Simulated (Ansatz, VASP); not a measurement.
Two plane-wave programs on Re

The input INCAR:

```
PREC = Accurate
ENCUT = 560
EDIFF = 1E-6
ISMEAR = 0
SIGMA = 0.15
LREAL = F
LASPH = T
NELM = 120
ALGO = Normal
ISIF = 2
LWAVE = F
LCHARG = F
GGA = PE
NBANDS = 14
GGA_COMPAT = F
```

Contents of KPOINTS:

```
regular mesh
0
Gamma
  10 10 10
```

File POSCAR:

```
Re
1.0
    0.0000000000      2.0984585027      1.6221084226
    2.0984585027      0.0000000000      1.6221084226
    2.0984585027      2.0984585027      0.0000000000
Re
1
Direct
    0.0000000000      0.0000000000      0.0000000000
```

Input for Ansatz:

```yaml
crystal:
  lattice:
    - [0.0, 2.0984585027, 1.6221084226]
    - [2.0984585027, 0.0, 1.6221084226]
    - [2.0984585027, 2.0984585027, 0.0]
  atoms:
    - { symbol: Re, position: [0.0, 0.0, 0.0] }
basis:
  ecutwfc: 420
kpoints:
  mp_grid: { grid: [10, 10, 10] }
hamiltonian:
  xc: pbe
scf:
  occupations: { method: gaussian, width: 0.15 }
output:
  forces: true
  stress: true
  eigenvalues: true
```

Alike in both runs: task single point; functional PBE; k mesh 10 × 10 × 10; occupations gaussian, width 0.15 eV; no spin polarisation.

|  | VASP | Ansatz |
| --- | --- | --- |
| version | VASP 6.6.1 | Ansatz 0.2.0 |
| potentials or method | VASP PAW PBE potentials, release 64 (Re_sv_GW), cutoff 560 eV | scalar-relativistic, plane waves, PAW |
| valence electrons in the cell | 15 | 15 |

|  | VASP | Ansatz | Ansatz less VASP |
| --- | --- | --- | --- |
| gap on the k mesh at the Fermi level (eV) | none | none | - |
| pressure (GPa) | 21.1 | 22.6 | +1.52 |
| traceless stress, the component that is largest in VASP (GPa) | 1.28 | 1.29 | +0.009 |

A gap of «none» marks a metal or a gap that the smearing closes.

Spin-orbit coupling is off throughout.
